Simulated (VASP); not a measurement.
Set up this calculation in VASP 6.6.1, as the native input.

```yaml
Task: single point
Functional: PBE
Potentials_or_basis: VASP PAW PBE potentials, release 64 (Ag)
Cutoff: 520 eV
k_mesh: 16 × 16 × 16
Occupations: fermi-dirac, width 0.05 eV
Spin: no spin polarisation
Dipole_correction: no
Further_INCAR_settings: ALGO = Normal; EDIFF = 1e-06; NBANDS = 12
```

The structure of Ag lies in POSCAR:

```
Ag
1.0
   -1.6517940005      1.6517940005      1.6517940005
    1.6517940005     -1.6517940005      1.6517940005
    1.6517940005      1.6517940005     -1.6517940005
Ag
1
Direct
    0.0000000000      0.0000000000      0.0000000000
```

These files were run (other wordings do the same):

INCAR

```
PREC     = Accurate       # precision mode
ENCUT    = 520            # plane-wave cutoff, eV
EDIFF    = 1E-6           # SCF threshold, eV
ISMEAR   = -1             # smearing method
SIGMA    = 0.05           # smearing width, eV
LREAL    = F              # projectors in reciprocal space
LASPH    = T              # aspherical terms in the spheres
NELM     = 100            # most SCF steps
ALGO     = Normal         # electronic algorithm
ISIF     = 2              # what is computed and relaxed
LWAVE    = F              # write WAVECAR
LCHARG   = F              # write CHGCAR
GGA      = PE             # functional
NBANDS   = 12             # bands
```

KPOINTS

```
Automatic mesh
0
Gamma
  16 16 16
```

Potentials or basis: VASP PAW PBE potentials, release 64 (Ag).

Command:

```sh
$ cat potpaw_PBE.64/Ag/POTCAR > POTCAR
$ mpirun -np 1 vasp_std > vasp.out
```

Results of the run:

```
Pressure : -0.1 GPa
```

Wall time 17 s on 1 thread of Intel Xeon 6975P-C, on a shared host, peak memory 0.16 GiB.
